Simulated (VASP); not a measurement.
Input of a VASP 6.6.1 run:

INCAR

```
PREC     = Accurate       # precision mode
ENCUT    = 520            # plane-wave cutoff, eV
EDIFF    = 1E-6           # SCF threshold, eV
ISMEAR   = 0              # smearing method
SIGMA    = 0.05           # smearing width, eV
LREAL    = False          # projectors in reciprocal space
LASPH    = True           # aspherical terms in the spheres
NELM     = 60             # most SCF steps
ALGO     = Normal         # electronic algorithm
ISIF     = 2              # what is computed and relaxed
LWAVE    = False          # write WAVECAR
LCHARG   = True           # write CHGCAR
GGA      = PS             # functional
LELF     = True           # ELF
LVHAR    = True         
NBANDS   = 64             # bands
```

Contents of KPOINTS:

```
regular mesh
0
Gamma
  6 6 6
```

The input POSCAR:

```
SnO2
1.0
    2.8956595109      1.6718097982      4.7762938413
   -2.8956595109      1.6718097982      4.7762938413
    0.0000000000     -3.3436195962      4.7762938413
Sn O
4 8
Direct
    0.8646807174      0.8646807174      0.8646807174
    0.3648245829      0.3648245829      0.8648190111
    0.3648245829      0.8648190111      0.3648245829
    0.8648190111      0.3648245829      0.3648245829
    0.1235003534      0.6233501671      0.6233501671
    0.6233501671      0.1235003534      0.6233501671
    0.6233501671      0.6233501671      0.1235003534
    0.6062113146      0.6062113146      0.6062113146
    0.1234715296      0.1234715296      0.1234715296
    0.1060883083      0.1060883083      0.6062369573
    0.1060883083      0.6062369573      0.1060883083
    0.6062369573      0.1060883083      0.1060883083
```

Potentials or basis: VASP PAW PBE potentials, release 64 (Sn_d, O).

The run is started by

```sh
$ cat potpaw_PBE.64/Sn_d/POTCAR potpaw_PBE.64/O/POTCAR > POTCAR
$ mpirun -np 1 vasp_std > vasp.out
```

**Question.** Predict the largest force.

**Answer.** 1.723 eV/Å.

**Question.** What does it give for the band gap on the k mesh?

**Answer.** 3.79 eV.

**Question.** What does it give for the pressure?

**Answer.** 48.7 GPa.

Stress tensor (GPa, compression positive):
```
64.02  0.00  0.00
 0.00 64.02  0.00
 0.00  0.00 18.14
```

Caveat: the PAW data sets were made with another functional, which shifts forces and pressure a little; spin-orbit coupling is left out, which moves the levels of the heavy elements. A k mesh can miss the band edges.
